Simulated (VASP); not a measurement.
A run of VASP 6.6.1 is set up as follows.

Contents of INCAR:

```
ALGO = Normal ; EDIFF = 1E-6
ENCUT = 500 ; GGA = PE
GGA_COMPAT = False ; ISIF = 2
ISMEAR = 0 ; LASPH = True
LCHARG = False ; LREAL = False
LWAVE = False ; NBANDS = 111
NELM = 120 ; PREC = Accurate
SIGMA = 0.2
```

The input KPOINTS:

```
k-points
0
Gamma
  3 3 3
```

File POSCAR:

```
Sn6Ge
1.0
    6.1056321941      3.5250883908      3.7650229516
   -6.1056321941      3.5250883908      3.7650229516
    0.0000000000     -7.0501767816      3.7650229517
Sn Ge
12 2
Direct
    0.8472087286      0.9843000665      0.5740428946
    0.1527912714      0.0156999335      0.4259571054
    0.7347331657      0.3094729097      0.5982214895
    0.2652668343      0.6905270903      0.4017785105
    0.4259571054      0.1527912714      0.0156999335
    0.5740428946      0.8472087286      0.9843000665
    0.4017785105      0.2652668343      0.6905270903
    0.5982214895      0.7347331657      0.3094729097
    0.9843000665      0.5740428946      0.8472087286
    0.0156999335      0.4259571054      0.1527912714
    0.3094729097      0.5982214895      0.7347331657
    0.6905270903      0.4017785105      0.2652668343
    0.8876610447      0.8876610447      0.8876610447
    0.1123389553      0.1123389553      0.1123389553
```

Potentials or basis: VASP PAW PBE potentials, release 64 (Sn_d, Ge_d).

Run with:

```console
$ cat potpaw_PBE.64/Sn_d/POTCAR potpaw_PBE.64/Ge_d/POTCAR > POTCAR
$ mpirun -np 1 vasp_std > vasp.out
```

Problem. What does it give for the pressure?

Solution. 0.0 GPa.

Problem. Predict the largest force.

Solution. 0.024 eV/Å.

Problem. Predict the band gap on the k mesh.

Solution. Zero (bands 98 and 99 overlap by 0.09 eV).

Forces on the atoms (eV/Å):
```
Sn  -0.004 -0.001  0.014
Sn   0.004  0.001 -0.014
Sn   0.007 -0.002 -0.015
Sn  -0.007  0.002  0.015
Sn  -0.003  0.003 -0.014
Sn   0.003 -0.003  0.014
Sn   0.002 -0.007  0.015
Sn  -0.002  0.007 -0.015
Sn   0.001  0.004  0.014
Sn  -0.001 -0.004 -0.014
Sn  -0.005 -0.005 -0.015
Sn   0.005  0.005  0.015
Ge   0.000  0.000 -0.024
Ge   0.000  0.000  0.024
```

Caveat: semilocal functionals underestimate gaps, so a narrow gap can read as zero; spin-orbit coupling is left out, which moves the levels of the heavy elements.
